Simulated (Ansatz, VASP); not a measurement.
**Two plane-wave programs on HfTi3N4**

```
Hf Ti N
1.0
     3.07378    0.00000    0.00000
     0.00000    3.07378    0.00000
     0.00000    0.00000    8.67570
Hf Ti N
1 3 4
Direct
  0.00000 0.00000 0.00000
  0.50000 0.50000 0.26374
  0.00000 0.00000 0.50000
  0.50000 0.50000 0.73626
  0.00000 0.00000 0.25579
  0.50000 0.50000 0.50000
  0.00000 0.00000 0.74421
  0.50000 0.50000 0.00000
```

Alike in both runs: task single point; functional PBE; k mesh 6 × 6 × 2; occupations gaussian, width 0.1 eV; collinear spin.

|  | VASP | Ansatz |
| --- | --- | --- |
| version | VASP 6.6.1 | Ansatz 0.2.0 |
| potentials or method | VASP PAW PBE potentials, release 64 (Hf_pv, Ti_sv, N), cutoff 520 eV | scalar-relativistic, plane waves, PAW |
| valence electrons in the cell | 66 | 82 |

Ansatz gave:

* gap on the k mesh at the Fermi level (eV): none
* pressure (GPa): 0.0
* traceless stress, the component that is largest in VASP (GPa): 0.48
* rms of the force components (eV/Å): 0.012
* net moment per atom (μB): 0.00

What did VASP give for the same quantities?

gap on the k mesh at the Fermi level (eV): none; pressure (GPa): -0.4; traceless stress, the component that is largest in VASP (GPa): 0.54; rms of the force components (eV/Å): 0.021; net moment per atom (μB): 0.00.

Atom by atom the forces differ by 0.025 eV/Å (rms over components). A gap of «none» marks a metal or a gap that the smearing closes. The functional is the same, so the differences come from potentials, cutoffs and numerics. VASP's potentials hold 66 valence electrons a cell and Ansatz's 82, so a difference there can come from the potentials and not from the codes. Ansatz's warnings: seeded moment not kept.

The k mesh is coarse, so the values compare programs but aren't converged. Neither program's run includes spin-orbit coupling.
